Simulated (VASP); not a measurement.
Crystal: Sb.

```
Sb
1.0
     3.61847    0.00000    0.00000
    -1.80923    3.13369    0.00000
     0.00000    0.00000    6.02064
Sb
2
Direct
  0.00000 0.00000 0.20599
  0.00000 0.00000 0.79401
```

- Program: VASP 6.6.1
- Task: relaxation of cell and atoms
- Functional: PBE
- Potentials or basis: VASP PAW PBE potentials, release 64 (Sb)
- Cutoff: 600 eV
- k mesh: 6 × 6 × 4
- Occupations: gaussian, width 0.1 eV
- Spin: no spin polarisation

At the start: pressure 4.0 GPa; volume 34.13 Å³/atom.

Q: Where does the relaxation end?

A: Over 9 steps the energy falls by 544.8 meV/atom and the volume is 30.64 Å³/atom (-10.2 %); space group P6/mmm (No. 191, to 0.05 Å).

The path:
| step | energy change (eV) | largest force (eV/Å) | pressure (GPa) | volume (Å³) |
| --- | --- | --- | --- | --- |
| 1 | 0.0000 | 4.1256 | 3.99 | 68.27 |
| 2 | -0.3042 | 0.2866 | -5.42 | 74.53 |
| 3 | -0.8614 | 0.5797 | -5.84 | 71.45 |
| 4 | -0.8690 | 0.4396 | -5.57 | 71.23 |
| 5 | -0.8697 | 0.3345 | -5.37 | 71.09 |
| 6 | -1.0680 | 0.3085 | -0.37 | 61.45 |
| 7 | -1.0727 | 0.3154 | -1.29 | 62.58 |
| 8 | -1.0822 | 0.2527 | 1.00 | 60.47 |
| 9 | -1.0895 | 0.0076 | 0.03 | 61.28 |

Final structure:
```
Sb
1.0
     3.30312    0.00000    0.00000
    -1.65156    2.86058    0.00000
     0.00000    0.00000    6.48531
Sb
2
Direct
  0.00000 0.00000 0.22157
  0.00000 0.00000 0.77843
```
